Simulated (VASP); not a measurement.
# BN (F-43m) in VASP: further runs, part 2 of 2

VASP 6.6.1.

**3. Single point, PBE**

File INCAR:

```
SYSTEM = BN
PREC     = Accurate       ! precision mode
ENCUT    = 600            ! plane-wave cutoff, eV
EDIFF    = 1E-6           ! SCF threshold, eV
ISMEAR   = 0              ! smearing method
SIGMA    = 0.01           ! smearing width, eV
LREAL    = .FALSE.        ! projectors in reciprocal space
LASPH    = .TRUE.         ! aspherical terms in the spheres
NELM     = 120            ! most SCF steps
ALGO     = Normal         ! electronic algorithm
ISIF     = 2              ! what is computed and relaxed
LWAVE    = .FALSE.        ! write WAVECAR
LCHARG   = .FALSE.        ! write CHGCAR
GGA      = PE             ! functional
NBANDS   = 11             ! bands
GGA_COMPAT= .FALSE.
```

File KPOINTS:

```
regular mesh
0
G
  4 4 4
  0 0 0
```

File POSCAR:

```
BN
1.0
    0.0000000000      1.7466500000      1.7466500000
    1.7466500000      0.0000000000      1.7466500000
    1.7466500000      1.7466500000      0.0000000000
B N
1 1
Direct
    0.0000000000      0.0000000000      0.0000000000
    0.2500000000      0.2500000000      0.2500000000
```

Potentials or basis: VASP PAW PBE potentials, release 64 (B, N).

Run with:

```
> cat potpaw_PBE.64/B/POTCAR potpaw_PBE.64/N/POTCAR > POTCAR
> mpirun -np 1 vasp_std > vasp.out
```

OUTCAR:

```text
SYSTEM = BN
   PREC = Accurate
   ENCUT = 600
   EDIFF = 1E-6
   ISMEAR = 0
   LREAL = .FALSE.
   LASPH = .TRUE.
   NELM = 120
   ISIF = 2
   GGA = PE

 ion  position               nearest neighbor table
   1  0.000  0.000  0.000-   2 1.51   2 1.51   2 1.51   2 1.51
   2  0.250  0.250  0.250-   1 1.51   1 1.51   1 1.51   1 1.51

  LATTYP: Found a face centered cubic cell.
 ALAT       =     3.4933000000

  Lattice vectors:

 A1 = (   0.0000000000,   1.7466500000,   1.7466500000)
 A2 = (   1.7466500000,   0.0000000000,   1.7466500000)
 A3 = (   1.7466500000,   1.7466500000,   0.0000000000)

Analysis of symmetry for initial positions (statically):
=====================================================================
 Subroutine PRICEL returns:
 Original cell was already a primitive cell.

 Routine SETGRP: Setting up the symmetry group for a
 face centered cubic supercell.

 Subroutine GETGRP returns: Found 24 space group operations
 (whereof 24 operations were pure point group operations)
 out of a pool of 48 trial point group operations.

The static configuration has the point symmetry T_d .

Analysis of symmetry for dynamics (positions and initial velocities):
=====================================================================
 Subroutine PRICEL returns:
 Original cell was already a primitive cell.

 Routine SETGRP: Setting up the symmetry group for a
 face centered cubic supercell.

 Subroutine GETGRP returns: Found 24 space group operations
 (whereof 24 operations were pure point group operations)
 out of a pool of 48 trial point group operations.

The dynamic configuration has the point symmetry T_d .

 Subroutine INISYM returns: Found 24 space group operations
 (whereof 24 operations are pure point group operations),
 and found     1 'primitive' translations

----------------------------------------------------------------------------------------

                                     Primitive cell

  volume of cell :      10.6573

  direct lattice vectors                    reciprocal lattice vectors
     0.000000000  1.746650000  1.746650000    -0.286262273  0.286262273  0.286262273
     1.746650000  0.000000000  1.746650000     0.286262273 -0.286262273  0.286262273
     1.746650000  1.746650000  0.000000000     0.286262273  0.286262273 -0.286262273

  length of vectors
     2.470136119  2.470136119  2.470136119     0.495820802  0.495820802  0.495820802

  position of ions in fractional coordinates (direct lattice)
     0.000000000  0.000000000  0.000000000
     0.250000000  0.250000000  0.250000000

  ion indices of the primitive-cell ions
   primitive index   ion index
                 1           1
                 2           2

----------------------------------------------------------------------------------------

 KPOINTS: regular mesh

Automatic generation of k-mesh.
 Grid dimensions read from file:
 generate k-points for:    4    4    4

 Generating k-lattice:

  Cartesian coordinates                     Fractional coordinates (reciprocal lattice)
    -0.071565568  0.071565568  0.071565568     0.250000000  0.000000000  0.000000000
     0.071565568 -0.071565568  0.071565568     0.000000000  0.250000000  0.000000000
     0.071565568  0.071565568 -0.071565568     0.000000000  0.000000000  0.250000000

  Length of vectors
     0.123955200  0.123955200  0.123955200

  Shift w.r.t. Gamma in fractional coordinates (k-lattice)
     0.000000000  0.000000000  0.000000000

 Subroutine IBZKPT returns following result:
 ===========================================

 Found      8 irreducible k-points:

 Following reciprocal coordinates:
            Coordinates               Weight
  0.000000  0.000000  0.000000      1.000000
  0.250000  0.000000  0.000000      8.000000
  0.500000  0.000000  0.000000      4.000000
  0.250000  0.250000  0.000000      6.000000
  0.500000  0.250000  0.000000     24.000000
 -0.250000  0.250000  0.000000     12.000000
  0.500000  0.500000  0.000000      3.000000
 -0.250000  0.500000  0.250000      6.000000
   k-points           NKPTS =      8   k-points in BZ     NKDIM =      8   number of bands    NBANDS=     11
   number of dos      NEDOS =    301   number of ions     NIONS =      2
   total plane-waves  NPLWV =   8000
   dimension x,y,z NGX =    20 NGY =   20 NGZ =   20
   dimension x,y,z NGXF=    40 NGYF=   40 NGZF=   40
   ions per type =               1   1
   NGX,Y,Z   is equivalent  to a cutoff of  13.46, 13.46, 13.46 a.u.
   NGXF,Y,Z  is equivalent  to a cutoff of  26.92, 26.92, 26.92 a.u.
 SYSTEM =  BN
   PREC   = accura    normal or accurate (medium, high low for compatibility)
   ISTART =      0    job   : 0-new  1-cont  2-samecut
   ICHARG =      2    charge: 1-file 2-atom 10-const
   ISPIN  =      1    spin polarized calculation?
   LNONCOLLINEAR =      F non collinear calculations
   LSORBIT =      F    spin-orbit coupling
   LASPH  =      T    aspherical Exc in radial PAW
   ENCUT  =  600.0 eV  44.10 Ry    6.64 a.u.   4.93  4.93  4.93*2*pi/ulx,y,z
   NELM   =    120;   NELMIN=  2; NELMDL= -5     # of ELM steps
   EDIFF  = 0.1E-05   stopping-criterion for ELM
   LREAL  =      F    real-space projection
   EDIFFG = 0.1E-04   stopping-criterion for IOM
   NSW    =      0    number of steps for IOM
   IBRION =     -1    ionic relax: 0-MD 1-quasi-New 2-CG
   NFREE  =      0    steps in history (QN), initial steepest desc. (CG)
   ISIF   =      2    stress and relaxation
   ISYM   =      2    0-nonsym 1-usesym 2-fastsym
   POTIM  = 0.5000    time-step for ionic-motion
   TEBEG  =    0.0;   TEEND  =   0.0 temperature during run
   PSTRESS=    0.0 pullay stress
   NELECT =       8.0000    total number of electrons
   NUPDOWN=      -1.0000    fix difference up-down
   EMIN   =  10.00;   EMAX   =-10.00  energy-range for DOS
   EFERMI =   0.00;   METHOD = LEGACY
   ISMEAR =     0;   SIGMA  =   0.01  broadening in eV -4-tet -1-fermi 0-gaus
   EFERMI_NEDOS =   21; number of points for ismear=-14 and -15
   IALGO  =     38    algorithm
   IMIX   =      4    mixing-type and parameters
     AMIX     =   0.40;   BMIX     =  1.00
     AMIX_MAG =   1.60;   BMIX_MAG =  1.00
  volume/ion in A,a.u.               =       5.33        35.96
  Fermi-wavevector in a.u.,A,eV,Ry     =   1.487838  2.811606 30.118693  2.213662
  Thomas-Fermi vector in A             =   2.600948
   LORBIT       =      0    0 simple, 1 ext, 2 COOP (PROOUT), +10 PAW based schemes
   GGA     = PE    functional components
   LHFCALC =     F    Hartree Fock is set to
   AEXX    =    0.0000 exact exchange contribution
   IVDW    =     0    specifies the selected vdW correction
   LEPSILON=     F    determine dielectric tensor
   LRPA    =     F    only Hartree local field effects (RPA)
 non-spin polarized calculation
 Gauss-broadening in eV      SIGMA  =   0.01
  energy-cutoff  :      600.00
  volume of cell :       10.66
 maximum number of plane-waves:       363
   NGX =  9   NGY =  9   NGZ =  9

 number of electron       8.0000001 magnetization

 Free energy of the ion-electron system (eV)
  ---------------------------------------------------
  ext. energy  EPLUGINS =         0.00000000
  ---------------------------------------------------
  free energy    TOTEN  =       -17.18903749 eV

  energy without entropy =      -17.18903749  energy(sigma->0) =      -17.18903749

 E-fermi :   8.9395     XC(G=0): -13.3274

 val. band max:        8.7583636566   @ k =   0.0000   0.0000   0.0000
 cond. band min:      13.2944584098   @ k =   0.5000   0.5000   0.0000
 fundamental gap:      4.5360947532
 Fermi energy:         8.9394558274

 k-point     1 :       0.0000    0.0000    0.0000
  band No.  band energies     occupation
      1     -12.7053      2.00000
      2       8.7584      2.00000
      3       8.7584      2.00000
      4       8.7584      2.00000
      5      18.0403      0.00000
      6      18.0403      0.00000
      7      18.0403      0.00000
      8      20.8235      0.00000
      9      35.4666      0.00000
     10      37.7821      0.00000
     11      37.7821      0.00000
[... 85 lines left out ...]
 k-point     8 :      -0.2500    0.5000    0.2500
  band No.  band energies     occupation
      1      -6.0646      2.00000
      2       0.6971      2.00000
      3       0.9663      2.00000
      4       1.4751      2.00000
      5      18.7877      0.00000
      6      23.3198      0.00000
      7      23.8601      0.00000
      8      25.0616      0.00000
      9      29.6702      0.00000
     10      36.2397      0.00000
     11      39.9300      0.00000

------------------------ aborting loop because EDIFF is reached ----------------------------------------

  FORCE on cell =-STRESS in cart. coord.  units (eV):
  Direction    XX          YY          ZZ          XY          YZ          ZX
  --------------------------------------------------------------------------------------
  -------------------------------------------------------------------------------------
  Total        3.4317331      3.4317331      3.4317331      0.0000000      0.0000000     -0.0000000
  in kB      515.9129397    515.9129397    515.9129397      0.0000000      0.0000000     -0.0000000
  external PRESSURE =     515.9129397 kB  Pullay stress =       0.0000000 kB

 VOLUME and BASIS-vectors are now :
 -----------------------------------------------------------------------------
  energy-cutoff  :      600.00
  volume of cell :       10.66
      direct lattice vectors                 reciprocal lattice vectors
     0.000000000  1.746650000  1.746650000    -0.286262273  0.286262273  0.286262273
     1.746650000  0.000000000  1.746650000     0.286262273 -0.286262273  0.286262273
     1.746650000  1.746650000  0.000000000     0.286262273  0.286262273 -0.286262273

 POSITION                                       TOTAL-FORCE (eV/Angst)
 -----------------------------------------------------------------------------------
      0.00000      0.00000      0.00000        -0.000000     -0.000000     -0.000000
      0.87333      0.87333      0.87333         0.000000      0.000000      0.000000
 -----------------------------------------------------------------------------------
    total drift:                                0.000000      0.000000      0.000000

  FREE ENERGIE OF THE ION-ELECTRON SYSTEM (eV)
  ---------------------------------------------------
  free  energy   TOTEN  =       -17.1890374855 eV

  energy  without entropy=      -17.1890374855  energy(sigma->0) =      -17.18903749
```

It took 2.3 s on 1 thread of AMD EPYC 7R43 (Zen 3), shared host; peak memory 0.08 GiB.

Results:

```
Free energy            : -17.1890 eV
Pressure               : 51.6 GPa
Band gap on the k mesh : 4.54 eV, indirect (least direct gap 9.28 eV)
```

Levels at points of the mesh, in eV from the valence-band top:
```tsv
k point	band 1	band 2	band 3	band 4	band 5	band 6	band 7	band 8
(0.00, 0.00, 0.00)	-21.46	0.00	0.00	0.00	9.28	9.28	9.28	12.07
(0.50, 0.00, 0.00)	-16.74	-11.69	-2.15	-2.15	11.24	11.24	11.51	16.30
(0.50, 0.50, 0.00)	-15.22	-9.63	-5.45	-5.45	4.54	9.78	19.54	19.54
```

Caveat: the k points lie up to 0.78 Å⁻¹ apart.

**4. Single point, PBE**

This run uses another cell than the first one, of 5.01 Å³/atom, 0.940 times its volume.

File INCAR:

```
  PREC = Accurate
  ENCUT = 600
  EDIFF = 1E-6
  ISMEAR = 0
  SIGMA = 0.01
  LREAL = False
  LASPH = True
  NELM = 120
  ALGO = Normal
  ISIF = 2
  LWAVE = False
  LCHARG = False
  GGA = PE
  NBANDS = 11
  GGA_COMPAT = False
```

File KPOINTS:

```
regular mesh
0
Gamma
  4 4 4
```

File POSCAR:

```
BN
1.0
    0.0000000000      1.7109940800      1.7109940800
    1.7109940800      0.0000000000      1.7109940800
    1.7109940800      1.7109940800      0.0000000000
B N
1 1
Direct
    0.0000000000      0.0000000000      0.0000000000
    0.2500000000      0.2500000000      0.2500000000
```

Run with:

```
> cat potpaw_PBE.64/B/POTCAR potpaw_PBE.64/N/POTCAR > POTCAR
> mpirun -np 1 vasp_std > vasp.out
```

Run time: 2.2 s. Hardware: 1 thread of AMD EPYC 7R43 (Zen 3), shared host; peak memory 0.08 GiB.

Results (log left out):

```
Free energy            : -16.9091 eV
Pressure               : 89.4 GPa
Band gap on the k mesh : 4.59 eV, indirect (least direct gap 9.58 eV)
```

Levels at points of the mesh, in eV from the valence-band top:
| k point | band 1 | band 2 | band 3 | band 4 | band 5 | band 6 | band 7 | band 8 | band 9 |
| --- | --- | --- | --- | --- | --- | --- | --- | --- | --- |
| (0.00, 0.00, 0.00) | -22.25 | 0.00 | 0.00 | 0.00 | 9.58 | 9.58 | 9.58 | 13.15 | 27.95 |
| (0.50, 0.00, 0.00) | -17.20 | -12.33 | -2.28 | -2.28 | 11.58 | 11.58 | 12.38 | 16.94 | 26.01 |
| (0.50, 0.50, 0.00) | -15.60 | -10.09 | -5.79 | -5.79 | 4.59 | 10.11 | 20.58 | 20.58 | 23.84 |

Caveat: the k points lie up to 0.80 Å⁻¹ apart. As with any semilocal functional, this PBE gap is likely too small.

**5. Single point, PBE**

This run uses another cell than the first one, of 5.65 Å³/atom, 1.060 times its volume.

File INCAR:

```
SYSTEM = BN
ALGO     = Normal         ! electronic algorithm
EDIFF    = 1E-6           ! SCF threshold, eV
ENCUT    = 600            ! plane-wave cutoff, eV
GGA      = PE             ! functional
GGA_COMPAT= .FALSE.      
ISIF     = 2              ! what is computed and relaxed
ISMEAR   = 0              ! smearing method
LASPH    = .TRUE.         ! aspherical terms in the spheres
LCHARG   = .FALSE.        ! write CHGCAR
LREAL    = .FALSE.        ! projectors in reciprocal space
LWAVE    = .FALSE.        ! write WAVECAR
NBANDS   = 11             ! bands
NELM     = 120            ! most SCF steps
PREC     = Accurate       ! precision mode
SIGMA    = 0.01           ! smearing width, eV
```

File KPOINTS:

```
k-points
0
G
  4 4 4
  0 0 0
```

File POSCAR:

```
BN
1.0
    0.0000000000      1.7809067400      1.7809067400
    1.7809067400      0.0000000000      1.7809067400
    1.7809067400      1.7809067400      0.0000000000
B N
1 1
Direct
    0.0000000000      0.0000000000      0.0000000000
    0.2500000000      0.2500000000      0.2500000000
```

Run with:

```
> cat potpaw_PBE.64/B/POTCAR potpaw_PBE.64/N/POTCAR > POTCAR
> mpirun -np 1 vasp_std > vasp.out
```

It took 2 s on 1 thread of AMD EPYC 7R43 (Zen 3), shared host; peak memory 0.08 GiB.

It converged, with:

```
Free energy            : -17.3364 eV
Pressure               : 22.4 GPa
Band gap on the k mesh : 4.48 eV, indirect (least direct gap 9.00 eV)
```

Levels at points of the mesh, in eV from the valence-band top:
```csv
k point,band 1,band 2,band 3,band 4,band 5,band 6,band 7,band 8,band 9
"(0.00, 0.00, 0.00)",-20.76,0.00,0.00,0.00,9.00,9.00,9.00,11.08,25.57
"(0.50, 0.00, 0.00)",-16.32,-11.13,-2.03,-2.03,10.72,10.93,10.93,15.71,24.09
"(0.50, 0.50, 0.00)",-14.89,-9.23,-5.14,-5.14,4.48,9.45,18.60,18.60,21.56
```

Caveat: the k points lie up to 0.76 Å⁻¹ apart. A hybrid or GW would open this gap; PBE tends to underestimate it.

**6. The runs side by side**

```tsv
cell	gap on the mesh (eV)	pressure (GPa)
a = 2.470 Å, angles 60.0°, 2 atoms	4.54	51.6
a = 2.420 Å, angles 60.0°, 2 atoms	4.59	89.4
a = 2.519 Å, angles 60.0°, 2 atoms	4.48	22.4
```

Alike in all rows: task single point; level PBE; potentials or basis VASP PAW PBE potentials, release 64 (B, N); no spin polarisation; k mesh 4 × 4 × 4; cutoff (eV) 600; smearing gaussian 0.01 eV.

Caveats: all runs use coarse meshes.

Absolute energies hang on the potentials; compare differences alone.
